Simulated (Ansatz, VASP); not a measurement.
**One calculation of TiO2, two programs**

```
CELL_PARAMETERS angstrom
-1.89210 1.89210 4.75730
1.89210 -1.89210 4.75730
1.89210 1.89210 -4.75730
ATOMIC_POSITIONS crystal
Ti 0.75000 0.25000 0.50000
Ti 0.00000 0.00000 0.00000
O 0.79190 0.79190 0.00000
O 0.54190 0.04190 0.50000
O 0.95810 0.45810 0.50000
O 0.20810 0.20810 0.00000
```

Alike in both runs: task relaxation of cell and atoms; functional LDA; k mesh 8 × 8 × 8; occupations fermi-dirac, width 0.05 eV; no spin polarisation.

|  | VASP | Ansatz |
| --- | --- | --- |
| version | VASP 6.6.1 | Ansatz 0.2.0 |
| potentials or method | VASP PAW LDA potentials, release 64 (Ti_sv, O), cutoff 600 eV | all-electron LAPW, scalar-relativistic |

```csv
,VASP,Ansatz,Ansatz less VASP
relaxed volume (Å³/atom),11.05,11.03,-0.029
relaxed cell length with the largest relative difference (Å),5.420,5.416,-0.0042
```

LDA's correlation is that of Perdew and Zunger in VASP and of Perdew and Wang (1992) in Ansatz. Ansatz ran all-electron here, and VASP with PAW potentials.

Noted on Ansatz's run: the k mesh is thin for a metal, which can move the energy by tens of meV per atom.
